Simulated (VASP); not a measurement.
A run of VASP 6.6.1 is set up as follows.

File INCAR:

```
  PREC = Accurate
  ENCUT = 600
  EDIFF = 1E-6
  ISMEAR = 0
  SIGMA = 0.02
  LREAL = F
  LASPH = T
  NELM = 120
  ALGO = Normal
  ISIF = 2
  LWAVE = F
  LCHARG = F
  GGA = CA
  NBANDS = 11
  GGA_COMPAT = F
```

KPOINTS

```
regular mesh
0
Gamma
  12 12 12
```

File POSCAR:

```
C
1.0
    0.0000000000      1.7658687925      1.7658687925
    1.7658687925      0.0000000000      1.7658687925
    1.7658687925      1.7658687925      0.0000000000
C
2
Direct
    0.0000000000      0.0000000000      0.0000000000
    0.2500000000      0.2500000000      0.2500000000
```

Potentials or basis: VASP PAW LDA potentials, release 64 (C).

Run with:

```sh
$ cat potpaw_LDA.64/C/POTCAR > POTCAR
$ mpirun -np 1 vasp_std > vasp.out
```

Question: What does it give for the pressure?

Answer: 0.8 GPa.

Question: What does it give for the band gap on the k mesh?

Answer: 4.20 eV, indirect (least direct gap 5.63 eV).

A k mesh can miss the band edges. Expect the measured gap to be larger: semilocal functionals such as LDA lack the derivative discontinuity.
